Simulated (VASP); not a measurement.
A run of VASP 6.6.1:

INCAR

```
SYSTEM = ZnS
PREC     = Accurate       ! precision mode
ENCUT    = 500            ! plane-wave cutoff, eV
EDIFF    = 1E-6           ! SCF threshold, eV
ISMEAR   = 0              ! smearing method
SIGMA    = 0.1            ! smearing width, eV
LREAL    = .False.        ! projectors in reciprocal space
LASPH    = .True.         ! aspherical terms in the spheres
NELM     = 120            ! most SCF steps
ALGO     = Normal         ! electronic algorithm
ISIF     = 2              ! what is computed and relaxed
LWAVE    = .False.        ! write WAVECAR
LCHARG   = .True.         ! write CHGCAR
GGA      = PE             ! functional
LELF     = .True.         ! ELF
LVHAR    = .True.       
NBANDS   = 16             ! bands
GGA_COMPAT= .False.
```

The input KPOINTS:

```
regular mesh
0
Gamma
  6 6 6
  0 0 0
```

File POSCAR:

```
ZnS
1.0
    3.4079697000      0.0000000000      0.0000000000
    0.0000000000      3.4079697000      0.0000000000
    0.0000000000      0.0000000000      3.4079697000
Zn S
1 1
Direct
    0.5000000000      0.5000000000      0.5000000000
    0.0000000000      0.0000000000      0.0000000000
```

Potentials or basis: VASP PAW PBE potentials, release 64 (Zn, S).

The run is started by

```console
$ cat potpaw_PBE.64/Zn/POTCAR potpaw_PBE.64/S/POTCAR > POTCAR
$ mpirun -np 1 vasp_std > vasp.out
```

Hardware: 1 thread of Intel(R) Xeon(R) Platinum 8488C (Sapphire Rapids), with other jobs on the host.

Q: How long does it take, and how much memory?

A: It took 9.6 s on 1 thread of Intel(R) Xeon(R) Platinum 8488C (Sapphire Rapids), on a shared host, peak memory 0.15 GiB. Counts: scf iterations 12, k points 20.
